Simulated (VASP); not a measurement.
# CdTe (F-43m) in VASP: settings compared, part 2 of 2

VASP 6.6.1. Earlier steps stand in the parts before.

### 3 Single point, r2SCAN50

This run uses another cell than the first one, of 30.95 Å³/atom.

File POSCAR:

```
CdTe
1.0
    0.0000000000      3.1395734784      3.1395734784
    3.1395734784      0.0000000000      3.1395734784
    3.1395734784      3.1395734784      0.0000000000
Te Cd
1 1
Direct
    0.7500000000      0.7500000000      0.7500000000
    0.0000000000      0.0000000000      0.0000000000
```

File INCAR.step1:

```
PREC = Accurate
ENCUT = 520
EDIFF = 1E-5
ISMEAR = -1
SIGMA = 0.05
LREAL = False
LASPH = True
NELM = 80
ALGO = Normal
ISIF = 2
LWAVE = True
NBANDS = 16
GGA = PE
```

File INCAR.step2:

```
PREC = Accurate
ENCUT = 520
EDIFF = 1E-7
ISMEAR = -1
SIGMA = 0.05
LREAL = False
LASPH = True
NELM = 80
ALGO = Normal
ISIF = 2
LWAVE = False
LCHARG = True
METAGGA = R2SCAN
LHFCALC = True
AEXX = 0.5
LMIXTAU = True
PRECFOCK = Normal
LELF = True
LVHAR = True
NBANDS = 16
ISTART = 1
```

File KPOINTS:

```
regular mesh
0
Gamma
  4 4 4
```

Potentials or basis: VASP PAW PBE potentials, release 64 (Te, Cd).

The run is started by

```console
$ cat potpaw_PBE.64/Te/POTCAR potpaw_PBE.64/Cd/POTCAR > POTCAR
$ cp INCAR.step1 INCAR
$ mpirun -np 1 vasp_std > vasp.out
$ cp INCAR.step2 INCAR
$ mpirun -np 1 vasp_std > vasp.out
```

OUTCAR:

```text
PREC = Accurate
   ENCUT = 520
   EDIFF = 1E-7
   ISMEAR = -1
   LREAL = False
   LASPH = True
   NELM = 80
   ISIF = 2
   METAGGA = R2SCAN
   LHFCALC = True
   AEXX = 0.5
   PRECFOCK = Normal
   ISTART = 1

 ion  position               nearest neighbor table
   1  0.750  0.750  0.750-   2 2.72   2 2.72   2 2.72   2 2.72
   2  0.000  0.000  0.000-   1 2.72   1 2.72   1 2.72   1 2.72

  LATTYP: Found a face centered cubic cell.
 ALAT       =     6.2791469568

  Lattice vectors:

 A1 = (   0.0000000000,   3.1395734784,   3.1395734784)
 A2 = (   3.1395734784,   0.0000000000,   3.1395734784)
 A3 = (   3.1395734784,   3.1395734784,   0.0000000000)

Analysis of symmetry for initial positions (statically):
=====================================================================
 Subroutine PRICEL returns:
 Original cell was already a primitive cell.

 Routine SETGRP: Setting up the symmetry group for a
 face centered cubic supercell.

 Subroutine GETGRP returns: Found 24 space group operations
[... 152 lines left out ...]
  free energy    TOTEN  =       -29.87024452 eV

  energy without entropy =      -29.87024452  energy(sigma->0) =      -29.87024452

 E-fermi :   2.4456     XC(G=0):  -5.3963

 val. band max:        1.3832016802   @ k =   0.0000   0.0000   0.0000
 cond. band min:       5.5712681227   @ k =   0.0000   0.0000   0.0000
 fundamental gap:      4.1880664426
 Fermi energy:         2.4456344702

 k-point     1 :       0.0000    0.0000    0.0000
  band No.  band energies     occupation
      1     -12.5827      2.00000
      2     -10.0443      2.00000
      3     -10.0443      2.00000
      4     -10.0443      2.00000
      5      -9.6855      2.00000
      6      -9.6855      2.00000
[... 129 lines left out ...]
      3      -9.8718      2.00000
      4      -9.7295      2.00000
      5      -9.6888      2.00000
      6      -8.6108      2.00000
[... 8 lines left out ...]
     15      17.0288      0.00000
     16      17.0689      0.00000

------------------------ aborting loop because EDIFF is reached ----------------------------------------

  FORCE on cell =-STRESS in cart. coord.  units (eV):
  Direction    XX          YY          ZZ          XY          YZ          ZX
  --------------------------------------------------------------------------------------
  -------------------------------------------------------------------------------------
  Total        2.2582805      2.2582805      2.2582805      0.0000000      0.0000000     -0.0000000
  in kB       58.4583449     58.4583449     58.4583449      0.0000000      0.0000000     -0.0000000
  external PRESSURE =      58.4583449 kB  Pullay stress =       0.0000000 kB

 VOLUME and BASIS-vectors are now :
 -----------------------------------------------------------------------------
  energy-cutoff  :      520.00
  volume of cell :       61.89
      direct lattice vectors                 reciprocal lattice vectors
     0.000000000  3.139573478  3.139573478    -0.159257301  0.159257301  0.159257301
     3.139573478  0.000000000  3.139573478     0.159257301 -0.159257301  0.159257301
     3.139573478  3.139573478  0.000000000     0.159257301  0.159257301 -0.159257301

 POSITION                                       TOTAL-FORCE (eV/Angst)
 -----------------------------------------------------------------------------------
      4.70936      4.70936      4.70936        -0.000000     -0.000000     -0.000000
      0.00000      0.00000      0.00000         0.000000      0.000000      0.000000
 -----------------------------------------------------------------------------------
    total drift:                               -0.000001     -0.000002     -0.000001

  FREE ENERGIE OF THE ION-ELECTRON SYSTEM (eV)
  ---------------------------------------------------
  free  energy   TOTEN  =       -29.8702445174 eV

  energy  without entropy=      -29.8702445174  energy(sigma->0) =      -29.87024452
```

OUTCAR.step1:

```text
PREC = Accurate
   ENCUT = 520
   EDIFF = 1E-5
   ISMEAR = -1
   LREAL = False
[... 355 lines left out ...]
      4.70936      4.70936      4.70936         0.000000      0.000000      0.000000
      0.00000      0.00000      0.00000        -0.000000     -0.000000     -0.000000
 -----------------------------------------------------------------------------------
    total drift:                                0.000000      0.000000      0.000000

  FREE ENERGIE OF THE ION-ELECTRON SYSTEM (eV)
  ---------------------------------------------------
  free  energy   TOTEN  =        -4.5002296970 eV

  energy  without entropy=       -4.5002280952  energy(sigma->0) =       -4.50022890
```

Wall time 37 min (1 thread of Intel Xeon 8259CL, shared host); peak memory 0.23 GiB.

What came out:

```yaml
Free_energy: -29.8702 eV
Pressure: 5.8 GPa
Band_gap_on_the_k_mesh: 4.19 eV
```

Levels at points of the mesh, in eV from the valence-band top:
```csv
k point,band 5,band 6,band 7,band 8,band 9,band 10,band 11,band 12,band 13,band 14
"(0.00, 0.00, 0.00)",-11.07,-11.07,0.00,0.00,0.00,4.19,7.93,7.93,7.93,11.39
"(0.50, 0.00, 0.00)",-11.06,-10.40,-5.85,-1.07,-1.07,5.09,8.51,8.51,10.43,13.05
"(0.50, 0.50, 0.00)",-11.03,-10.11,-5.56,-2.58,-2.58,5.21,5.78,13.52,13.93,13.93
```

Caveat: the k points lie up to 0.43 Å⁻¹ apart; the PAW data sets were made with another functional, which shifts forces and pressure a little; spin-orbit coupling is left out, which moves the levels of the heavy elements.

### 4 Single point, r2SCAN50

This run uses another cell than the first one, of 31.60 Å³/atom.

File POSCAR:

```
CdTe
1.0
    0.0000000000      3.1616838793      3.1616838793
    3.1616838793      0.0000000000      3.1616838793
    3.1616838793      3.1616838793      0.0000000000
Te Cd
1 1
Direct
    0.7500000000      0.7500000000      0.7500000000
    0.0000000000      0.0000000000      0.0000000000
```

File INCAR.step1:

```
PREC = Accurate
ENCUT = 520
EDIFF = 1E-5
ISMEAR = -1
SIGMA = 0.05
LREAL = F
LASPH = T
NELM = 100
ALGO = Normal
ISIF = 2
LWAVE = T
LCHARG = F
NBANDS = 16
GGA = PE
```

File INCAR.step2:

```
PREC = Accurate
ENCUT = 520
EDIFF = 1E-6
ISMEAR = -1
SIGMA = 0.05
LREAL = F
LASPH = T
NELM = 100
ALGO = Normal
ISIF = 2
LWAVE = F
LCHARG = F
METAGGA = R2SCAN
LHFCALC = T
AEXX = 0.5
LMIXTAU = T
PRECFOCK = Normal
NBANDS = 16
ISTART = 1
```

File KPOINTS:

```
Automatic mesh
0
Gamma
  4 4 4
```

The run is started by

```console
$ cat potpaw_PBE.64/Te/POTCAR potpaw_PBE.64/Cd/POTCAR > POTCAR
$ cp INCAR.step1 INCAR
$ mpirun -np 1 vasp_std > vasp.out
$ cp INCAR.step2 INCAR
$ mpirun -np 1 vasp_std > vasp.out
```

Run time: 35 min. Hardware: 1 thread of Intel Xeon 8259CL, shared host; peak memory 0.22 GiB.

The run converged. Its results:

```
Free energy            : -29.9124 eV
Pressure               : 4.4 GPa
Band gap on the k mesh : 4.11 eV
```

Levels at points of the mesh, in eV from the valence-band top:
| k point | band 7 | band 8 | band 9 | band 10 | band 11 | band 12 |
| --- | --- | --- | --- | --- | --- | --- |
| (0.00, 0.00, 0.00) | 0.00 | 0.00 | 0.00 | 4.11 | 7.94 | 7.94 |
| (0.50, 0.00, 0.00) | -5.69 | -1.03 | -1.03 | 5.07 | 8.52 | 8.52 |
| (0.50, 0.50, 0.00) | -5.43 | -2.49 | -2.49 | 5.26 | 5.80 | 13.35 |

Caveat: the k points lie up to 0.43 Å⁻¹ apart; the PAW data sets were made with another functional, which shifts forces and pressure a little; spin-orbit coupling is left out, which moves the levels of the heavy elements.

### 5 Single point, r2SCAN50

This run uses another cell than the first one, of 32.26 Å³/atom.

File POSCAR:

```
CdTe
1.0
    0.0000000000      3.1834892848      3.1834892848
    3.1834892848      0.0000000000      3.1834892848
    3.1834892848      3.1834892848      0.0000000000
Te Cd
1 1
Direct
    0.7500000000      0.7500000000      0.7500000000
    0.0000000000      0.0000000000      0.0000000000
```

File INCAR.step1:

```
SYSTEM = CdTe
PREC = Accurate
ENCUT = 520
EDIFF = 1E-5
ISMEAR = -1
SIGMA = 0.05
LREAL = .FALSE.
LASPH = .TRUE.
NELM = 60
ALGO = Normal
ISIF = 2
LWAVE = .TRUE.
NBANDS = 16
GGA = PE
```

File INCAR.step2:

```
SYSTEM = CdTe
PREC = Accurate
ENCUT = 520
EDIFF = 1E-6
ISMEAR = -1
SIGMA = 0.05
LREAL = .FALSE.
LASPH = .TRUE.
NELM = 60
ALGO = Normal
ISIF = 2
LWAVE = .FALSE.
LCHARG = .TRUE.
METAGGA = R2SCAN
LHFCALC = .TRUE.
AEXX = 0.5
LMIXTAU = .TRUE.
PRECFOCK = Normal
LELF = .TRUE.
LVHAR = .TRUE.
NBANDS = 16
ISTART = 1
```

File KPOINTS:

```
Automatic mesh
0
G
  4 4 4
  0 0 0
```

The run is started by

```console
$ cat potpaw_PBE.64/Te/POTCAR potpaw_PBE.64/Cd/POTCAR > POTCAR
$ cp INCAR.step1 INCAR
$ mpirun -np 1 vasp_std > vasp.out
$ cp INCAR.step2 INCAR
$ mpirun -np 1 vasp_std > vasp.out
```

Run time: 38 min. Hardware: 1 thread of Intel Xeon 8259CL, shared host; peak memory 0.23 GiB.

The run converged. Its results:

```
Free energy            : -29.9433 eV
Pressure               : 3.1 GPa
Band gap on the k mesh : 4.04 eV
```

Levels at points of the mesh, in eV from the valence-band top:
| k point | band 5 | band 6 | band 7 | band 8 | band 9 | band 10 | band 11 | band 12 | band 13 | band 14 |
| --- | --- | --- | --- | --- | --- | --- | --- | --- | --- | --- |
| (0.00, 0.00, 0.00) | -10.95 | -10.95 | 0.00 | 0.00 | 0.00 | 4.04 | 7.96 | 7.96 | 7.96 | 11.28 |
| (0.50, 0.00, 0.00) | -10.94 | -10.32 | -5.53 | -0.99 | -0.99 | 5.04 | 8.53 | 8.53 | 10.40 | 12.80 |
| (0.50, 0.50, 0.00) | -10.92 | -10.05 | -5.30 | -2.40 | -2.40 | 5.30 | 5.81 | 13.19 | 13.67 | 13.67 |

Caveat: the k points lie up to 0.43 Å⁻¹ apart; the PAW data sets were made with another functional, which shifts forces and pressure a little; spin-orbit coupling is left out, which moves the levels of the heavy elements.

### 6 The runs side by side

| level | cell | share of exact exchange | gap on the mesh (eV) | pressure (GPa) |
| --- | --- | --- | --- | --- |
| r2SCANh | a = 4.533 Å, angles 60.0°, 2 atoms | 0.1 | 1.89 | 3.3 |
| r2SCAN50 | a = 4.440 Å, angles 60.0°, 2 atoms | 0.5 | 4.19 | 5.8 |
| r2SCAN50 | a = 4.471 Å, angles 60.0°, 2 atoms | 0.5 | 4.11 | 4.4 |
| r2SCAN50 | a = 4.502 Å, angles 60.0°, 2 atoms | 0.5 | 4.04 | 3.1 |

Alike in all rows: task single point; potentials or basis VASP PAW PBE potentials, release 64 (Te, Cd); no spin polarisation; k mesh 4 × 4 × 4; cutoff (eV) 520; smearing fermi-dirac 0.05 eV.

Caveats: all runs use coarse meshes; the PAW data sets were made with another functional, which shifts forces and pressure a little; spin-orbit coupling is left out, which moves the levels of the heavy elements.

Total energies depend on the potentials used, so only differences within one code and one set of settings carry meaning.
